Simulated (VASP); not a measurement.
Here is a VASP 6.6.1 calculation.

File INCAR:

```
SYSTEM = SbPt
ALGO = Normal
EDIFF = 1E-6
ENCUT = 520
GGA = CA
ISIF = 2
ISMEAR = -1
LASPH = .TRUE.
LCHARG = .FALSE.
LREAL = .FALSE.
LWAVE = .FALSE.
NBANDS = 23
NELM = 60
PREC = Accurate
SIGMA = 0.05
```

KPOINTS

```
k-points
0
G
  9 9 6
  0 0 0
```

File POSCAR:

```
SbPt
1.0
    4.1774426617      0.0000000000      0.0000000000
   -2.0887213308      3.6177714679      0.0000000000
    0.0000000000      0.0000000000      5.5392039000
Sb Pt
2 2
Direct
    0.6666666667      0.3333333333      0.7500000000
    0.3333333333      0.6666666667      0.2500000000
    0.0000000000      0.0000000000      0.5000000000
    0.0000000000      0.0000000000      0.0000000000
```

Potentials or basis: VASP PAW LDA potentials, release 64 (Sb, Pt).

The run is started by

```console
$ cat potpaw_LDA.64/Sb/POTCAR potpaw_LDA.64/Pt/POTCAR > POTCAR
$ mpirun -np 1 vasp_std > vasp.out
```

**Question.** Estimate the band gap on the k mesh.

**Answer.** Zero (band 15 reaches 11.80 eV, above the bottom of band 16 at 7.85 eV).

**Question.** Predict the pressure.

**Answer.** -4.8 GPa.

Stress tensor (GPa, compression positive):
```
-4.35  0.00  0.00
 0.00 -4.35  0.00
 0.00  0.00 -5.70
```

Caveat: spin-orbit coupling is left out, which moves the levels of the heavy elements.
